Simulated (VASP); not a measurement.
# Cd2S (I4/mmm) in VASP: a series of runs

The runs below take Cd2S through relaxation of cell and atoms, single point, with PBE.

Program: VASP 6.6.1. These are calculated values, not measurements. Logs are shortened: lines on timing, memory, paths and dates and some standing lists are left out, and cuts for length are marked.

## (1) The cell of the first run

It takes space group I4/mmm (No. 139, tetragonal). The conventional cell has a = 7.433 Å, b = 7.433 Å, c = 5.791 Å, α = 90.00°, β = 90.00°, γ = 90.00°. Cd (site symmetry m2m) has 7 Cd at 2.48 to 3.50 Å and 2 S at 3.14 Å within 3.6 Å. S (site symmetry 4mm) has 1 S at 1.93 Å within 2.6 Å.

The cell was generated, and may not be a known phase.

## (2) Relaxation of cell and atoms, PBE

Input file INCAR:

```
ALGO = Normal ; EDIFF = 1E-6
EDIFFG = -0.04 ; ENCUT = 600
GGA = PE ; IBRION = 2
ISIF = 3 ; ISMEAR = 0
LASPH = True ; LCHARG = False
LREAL = False ; LWAVE = False
NELM = 60 ; NSW = 90
PREC = Accurate ; SIGMA = 0.1
```

Input file KPOINTS:

```
k-points
0
Gamma
  4 4 4
```

Input file POSCAR:

```
Cd2S
1.0
   -3.7164893593      3.7164893593      2.8954345509
    3.7164893593     -3.7164893593      2.8954345509
    3.7164893593      3.7164893593     -2.8954345509
Cd S
4 2
Direct
    0.0000000000      0.3333333333      0.3333333333
    0.0000000000      0.6666666667      0.6666666667
    0.3333333333      0.0000000000      0.3333333333
    0.6666666667      0.0000000000      0.6666666667
    0.6666666667      0.6666666667      0.0000000000
    0.3333333333      0.3333333333      0.0000000000
```

Potentials or basis: VASP PAW PBE potentials, release 64 (Cd, S).

Command:

```
cat potpaw_PBE.64/Cd/POTCAR potpaw_PBE.64/S/POTCAR > POTCAR
mpirun -np 1 vasp_std > vasp.out
```

OUTCAR:

```text
EDIFF = 1E-6
   EDIFFG = -0.04
   ENCUT = 600
   GGA = PE
   IBRION = 2
   ISIF = 3
   ISMEAR = 0
   LASPH = True
   LREAL = False
   NELM = 60
   NSW = 90
   PREC = Accurate

 ion  position               nearest neighbor table
   1  0.000  0.333  0.333-   2 2.48   6 3.14   5 3.14   4 3.38   3 3.38   4 3.38   3 3.38   3 3.50
                             4 3.50
   2  0.000  0.667  0.667-   1 2.48   6 3.14   5 3.14   3 3.38   4 3.38   4 3.38   3 3.38   4 3.50
                             3 3.50
   3  0.333  0.000  0.333-   4 2.48   6 3.14   5 3.14   2 3.38   1 3.38   1 3.38   2 3.38   1 3.50
                             2 3.50
   4  0.667  0.000  0.667-   3 2.48   6 3.14   5 3.14   2 3.38   1 3.38   2 3.38   1 3.38   1 3.50
                             2 3.50
   5  0.667  0.667  0.000-   6 1.93   1 3.14   2 3.14   4 3.14   3 3.14
   6  0.333  0.333  0.000-   5 1.93   3 3.14   1 3.14   2 3.14   4 3.14

  LATTYP: Found a body centered tetragonal cell.
 ALAT       =     7.4329787186
 C/A-ratio  =     0.7790778530

  Lattice vectors:

 A1 = (  -3.7164893593,   3.7164893593,   2.8954345509)
 A2 = (   3.7164893593,  -3.7164893593,   2.8954345509)
 A3 = (   3.7164893593,   3.7164893593,  -2.8954345509)

Analysis of symmetry for initial positions (statically):
=====================================================================
 Subroutine PRICEL returns:
 Original cell was already a primitive cell.

 Routine SETGRP: Setting up the symmetry group for a
 body centered tetragonal supercell.

 Subroutine GETGRP returns: Found 16 space group operations
 (whereof 16 operations were pure point group operations)
 out of a pool of 16 trial point group operations.

The static configuration has the point symmetry D_4h.

Analysis of symmetry for dynamics (positions and initial velocities):
=====================================================================
 Subroutine PRICEL returns:
 Original cell was already a primitive cell.

 Routine SETGRP: Setting up the symmetry group for a
 body centered tetragonal supercell.

 Subroutine GETGRP returns: Found 16 space group operations
 (whereof 16 operations were pure point group operations)
 out of a pool of 16 trial point group operations.

The dynamic configuration has the point symmetry D_4h.

 Subroutine INISYM returns: Found 16 space group operations
 (whereof 16 operations are pure point group operations),
 and found     1 'primitive' translations

----------------------------------------------------------------------------------------

[... 93 lines left out ...]
   NFREE  =      1    steps in history (QN), initial steepest desc. (CG)
   ISIF   =      3    stress and relaxation
   ISYM   =      2    0-nonsym 1-usesym 2-fastsym
   POTIM  = 0.5000    time-step for ionic-motion
   TEBEG  =    0.0;   TEEND  =   0.0 temperature during run
   PSTRESS=    0.0 pullay stress
   NELECT =      60.0000    total number of electrons
   NUPDOWN=      -1.0000    fix difference up-down
   EMIN   =  10.00;   EMAX   =-10.00  energy-range for DOS
   EFERMI =   0.00;   METHOD = LEGACY
   ISMEAR =     0;   SIGMA  =   0.10  broadening in eV -4-tet -1-fermi 0-gaus
   EFERMI_NEDOS =   21; number of points for ismear=-14 and -15
   IALGO  =     38    algorithm
   IMIX   =      4    mixing-type and parameters
     AMIX     =   0.40;   BMIX     =  1.00
     AMIX_MAG =   1.60;   BMIX_MAG =  1.00
  volume/ion in A,a.u.               =      26.66       179.92
  Fermi-wavevector in a.u.,A,eV,Ry     =   1.180625  2.231058 18.964834  1.393876
  Thomas-Fermi vector in A             =   2.316914
   LORBIT       =      0    0 simple, 1 ext, 2 COOP (PROOUT), +10 PAW based schemes
   GGA     = PE    functional components
   LHFCALC =     F    Hartree Fock is set to
   AEXX    =    0.0000 exact exchange contribution
   IVDW    =     0    specifies the selected vdW correction
   LEPSILON=     F    determine dielectric tensor
   LRPA    =     F    only Hartree local field effects (RPA)
 conjugate gradient relaxation of ions
 non-spin polarized calculation
 Gauss-broadening in eV      SIGMA  =   0.10
  energy-cutoff  :      600.00
  volume of cell :      159.97
 maximum number of plane-waves:      5368
   NGX = 23   NGY = 23   NGZ = 23

--------------------------------------- Ionic step        1  -------------------------------------------

 number of electron      59.9999996 magnetization

 Free energy of the ion-electron system (eV)
  ---------------------------------------------------
  ext. energy  EPLUGINS =         0.00000000
  ---------------------------------------------------
  free energy    TOTEN  =        -9.56177844 eV

  energy without entropy =       -9.54878804  energy(sigma->0) =       -9.55528324

------------------------ aborting loop because EDIFF is reached ----------------------------------------

  FORCE on cell =-STRESS in cart. coord.  units (eV):
  Direction    XX          YY          ZZ          XY          YZ          ZX
  --------------------------------------------------------------------------------------
  -------------------------------------------------------------------------------------
  Total        3.3742764      3.3742764      3.7634131      0.0000000      0.0000000      0.0000000
  in kB       33.7949419     33.7949419     37.6923264      0.0000000      0.0000000      0.0000000
  external PRESSURE =      35.0940701 kB  Pullay stress =       0.0000000 kB
[... 101 lines left out ...]
  FREE ENERGIE OF THE ION-ELECTRON SYSTEM (eV)
  ---------------------------------------------------
  free  energy   TOTEN  =       -10.3798796602 eV

  energy  without entropy=      -10.3648026791  energy(sigma->0) =      -10.37234117

[... ionic steps 4 to 27 ...]

--------------------------------------- Ionic step       28  -------------------------------------------

 number of electron      59.9999992 magnetization

------------------------ aborting loop because EDIFF is reached ----------------------------------------
[... 75 lines left out ...]
--------------------------------------- Ionic step       30  -------------------------------------------

 number of electron      59.9999991 magnetization

 Free energy of the ion-electron system (eV)
  ---------------------------------------------------
  ext. energy  EPLUGINS =         0.00000000
  ---------------------------------------------------
  free energy    TOTEN  =       -11.40093330 eV

  energy without entropy =      -11.40083751  energy(sigma->0) =      -11.40088540

 E-fermi :   0.7051     XC(G=0):  -8.8062

 val. band max:        0.4931405204   @ k =   0.5000   0.5000  -0.0000
 cond. band min:       0.8968231175   @ k =   0.5000   0.5000  -0.0000
 fundamental gap:      0.4036825971
 Fermi energy:         0.7051165419

 k-point     1 :       0.0000    0.0000    0.0000
  band No.  band energies     occupation
      1     -11.4809      2.00000
      2     -10.8718      2.00000
      3      -8.1425      2.00000
      4      -7.8128      2.00000
      5      -7.8128      2.00000
      6      -7.7216      2.00000
[... 529 lines left out ...]
  FREE ENERGIE OF THE ION-ELECTRON SYSTEM (eV)
  ---------------------------------------------------
  free  energy   TOTEN  =       -11.4009332976 eV

  energy  without entropy=      -11.4008375082  energy(sigma->0) =      -11.40088540

 reached required accuracy - stopping structural energy minimisation
```

OSZICAR:

```text
N       E                     dE             d eps       ncg     rms          rms(c)
DAV:   1     0.477932451225E+03    0.47793E+03   -0.32193E+04   936   0.173E+03
DAV:   2     0.184859204351E+02   -0.45945E+03   -0.44708E+03   992   0.414E+02
DAV:   3    -0.102837598493E+02   -0.28770E+02   -0.28241E+02  1116   0.984E+01
DAV:   4    -0.107605432243E+02   -0.47678E+00   -0.47521E+00  1024   0.102E+01
[... 286 lines left out ...]
DAV:   1    -0.114009486018E+02   -0.64252E-04   -0.38902E-02   936   0.104E+00    0.757E-02
DAV:   2    -0.114009553478E+02   -0.67460E-05   -0.69279E-04   980   0.145E-01    0.291E-02
DAV:   3    -0.114009393102E+02    0.16038E-04   -0.18793E-05   992   0.277E-02    0.164E-02
DAV:   4    -0.114009330882E+02    0.62220E-05   -0.10588E-05   984   0.201E-02    0.582E-03
DAV:   5    -0.114009332976E+02   -0.20937E-06   -0.17383E-06   704   0.894E-03
  30 F= -.11400933E+02 E0= -.11400885E+02  d E =-.182742E-02
```

CONTCAR:

```text
Cd2S
   1.00000000000000
    -3.4337734151825519    3.4337734151825519    3.6802434360266982
     3.4337734151825519   -3.4337734151825519    3.6802434360266982
     3.4337734151825519    3.4337734151825519   -3.6802434360266982
  Cd              S
     4     2
Direct
     0.0000000000000000    0.3068603087874955    0.3068603087874955
     0.0000000000000000    0.6931396912125046    0.6931396912125046
     0.3068603087874955    0.0000000000000000    0.3068603087874955
     0.6931396912125046    0.0000000000000000    0.6931396912125046
     0.7638603717982972    0.7638603717982972    0.0000000000000000
     0.2361396282017028    0.2361396282017028    0.0000000000000000

  0.00000000E+00  0.00000000E+00  0.00000000E+00
  0.00000000E+00  0.00000000E+00  0.00000000E+00
  0.00000000E+00  0.00000000E+00  0.00000000E+00
  0.00000000E+00  0.00000000E+00  0.00000000E+00
  0.00000000E+00  0.00000000E+00  0.00000000E+00
  0.00000000E+00  0.00000000E+00  0.00000000E+00
```

Wall time 18 min (1 thread of Intel Xeon Platinum 8488C (Sapphire Rapids), shared host); peak memory 0.37 GiB.

What came out:

- Free energy: -11.4009 eV
- Relaxed volume: 28.93 Å³/atom
- Relaxed cell: a = 6.093 Å, b = 6.093 Å, c = 6.093 Å, α = 111.40°, β = 111.40°, γ = 105.69°
- Space group after relaxing (to 0.1 Å): I4/mmm (No. 139)
- Energy gained by relaxing: 306.5 meV/atom
- Ionic steps: 30
- Pressure after relaxing: 0.0 GPa
- Largest force after relaxing: 0.039 eV/Å
- Band gap on the k mesh: 0.40 eV

Forces on the atoms (eV/Å):
```
Cd   0.033  0.000  0.000
Cd  -0.033  0.000  0.000
Cd   0.000  0.033  0.000
Cd   0.000 -0.033  0.000
S    0.000  0.000  0.039
S    0.000  0.000 -0.039
```

The path:
```
step  energy change (eV)  largest force (eV/Å)  pressure (GPa)  volume (Å³)
   1              0.0000                2.5923            3.51       159.97
   2             -0.8169                0.4068           -2.71       173.88
   3             -0.8181                0.4974           -2.50       172.84
   4             -0.9909                0.2394           -1.33       163.30
   5             -1.0417                0.2149            0.10       155.86
   6             -1.0773                0.2698            0.23       154.72
   7             -1.1844                0.4398            0.82       151.08
   8             -1.2050                0.8804            4.54       142.86
   9             -1.2096                0.9176            2.67       146.17
  10             -1.2252                0.9347            3.56       144.32
  11             -1.2337                0.9266            3.64       144.34
  12             -1.2563                0.9184            3.89       144.40
  13             -1.2797                0.8954            4.33       144.46
  14             -1.3116                0.9132            4.01       145.32
  15             -1.3976                0.9250            3.18       147.90
  16             -1.5246                0.9320            1.68       153.15
  17             -1.6433                1.0367           -0.54       163.95
  18             -1.6509                1.0648           -0.95       166.61
  19             -1.7091                0.8898           -0.78       167.05
  20             -1.8106                0.2641           -0.14       168.33
  21             -1.8171                0.1863            0.14       168.79
  22             -1.8172                0.1770            0.09       168.74
  23             -1.8238                0.0836            0.13       169.12
  24             -1.8288                0.1106            0.23       169.86
  25             -1.8332                0.1016            0.10       170.98
  26             -1.8365                0.0891           -0.04       172.37
  27             -1.8357                0.1856           -0.28       175.16
  28             -1.8373                0.1218           -0.12       173.45
  29             -1.8391                0.0522            0.07       173.59
  30             -1.8392                0.0385            0.04       173.57
```

Final structure:
```
Cd S
1.0
    -3.43377    3.43377    3.68024
     3.43377   -3.43377    3.68024
     3.43377    3.43377   -3.68024
Cd S
4 2
Direct
  0.00000 0.30686 0.30686
  0.00000 0.69314 0.69314
  0.30686 0.00000 0.30686
  0.69314 0.00000 0.69314
  0.76386 0.76386 0.00000
  0.23614 0.23614 0.00000
```

Levels at points of the mesh, in eV from the valence-band top:
| k point | band 28 | band 29 | band 30 | band 31 | band 32 | band 33 |
| --- | --- | --- | --- | --- | --- | --- |
| (0.00, 0.00, 0.00) | -1.51 | -0.53 | -0.19 | 1.44 | 1.44 | 2.20 |
| (0.50, 0.00, 0.00) | -0.97 | -0.60 | -0.25 | 2.37 | 2.50 | 2.73 |
| (0.50, 0.50, 0.00) | -0.61 | -0.15 | 0.00 | 0.40 | 2.95 | 3.27 |
| (0.50, 0.50, 0.50) | -1.09 | -0.34 | -0.08 | 1.62 | 3.10 | 3.10 |

## (3) Single point, PBE

This run uses another cell than the first one, of 29.53 Å³/atom.

Input file INCAR:

```
SYSTEM = Cd2S
  PREC = Accurate
  ENCUT = 520
  EDIFF = 1E-6
  ISMEAR = 0
  SIGMA = 0.02
  LREAL = .FALSE.
  LASPH = .TRUE.
  NELM = 100
  ALGO = Normal
  ISIF = 2
  LWAVE = .FALSE.
  LCHARG = .FALSE.
  GGA = PE
  NBANDS = 39
```

Input file KPOINTS:

```
regular mesh
0
G
  8 8 8
  0 0 0
```

Input file POSCAR:

```
Cd2S
1.0
   -3.4297826368      3.4297826368      3.7650706714
    3.4297826368     -3.4297826368      3.7650706714
    3.4297826368      3.4297826368     -3.7650706714
Cd S
4 2
Direct
    0.0000000000      0.3072314476      0.3072314476
    0.0000000000      0.6927685524      0.6927685524
    0.3072314476      0.0000000000      0.3072314476
    0.6927685524      0.0000000000      0.6927685524
    0.7706348512      0.7706348512      0.0000000000
    0.2293651488      0.2293651488      0.0000000000
```

Potentials or basis: VASP PAW PBE potentials, release 64 (Cd, S).

Command:

```
cat potpaw_PBE.64/Cd/POTCAR potpaw_PBE.64/S/POTCAR > POTCAR
mpirun -np 1 vasp_std > vasp.out
```

It took 3.9 min on 1 thread of Intel Xeon Platinum 8488C (Sapphire Rapids), shared host; peak memory 0.52 GiB.

Results (log left out):

- Free energy: -11.4298 eV
- Pressure: 0.2 GPa
- Largest force: 0.054 eV/Å
- Band gap on the k mesh: 0.52 eV

Forces on the atoms (eV/Å):
```
Cd   0.005  0.000  0.000
Cd  -0.005  0.000  0.000
Cd   0.000  0.005  0.000
Cd   0.000 -0.005  0.000
S    0.000  0.000 -0.054
S    0.000  0.000  0.054
```

Stress tensor (GPa, compression positive):
```
0.28 0.00 0.00
0.00 0.28 0.00
0.00 0.00 0.17
```

Levels at points of the mesh, in eV from the valence-band top:
| k point | band 28 | band 29 | band 30 | band 31 | band 32 | band 33 |
| --- | --- | --- | --- | --- | --- | --- |
| (0.00, 0.00, 0.00) | -1.44 | -0.57 | -0.20 | 1.58 | 1.58 | 2.32 |
| (0.50, 0.00, 0.00) | -0.82 | -0.59 | -0.15 | 2.38 | 2.58 | 2.84 |
| (0.50, 0.50, 0.00) | -0.52 | -0.07 | 0.00 | 0.52 | 2.95 | 3.39 |
| (0.50, 0.50, 0.50) | -1.03 | -0.36 | -0.05 | 1.70 | 3.19 | 3.19 |
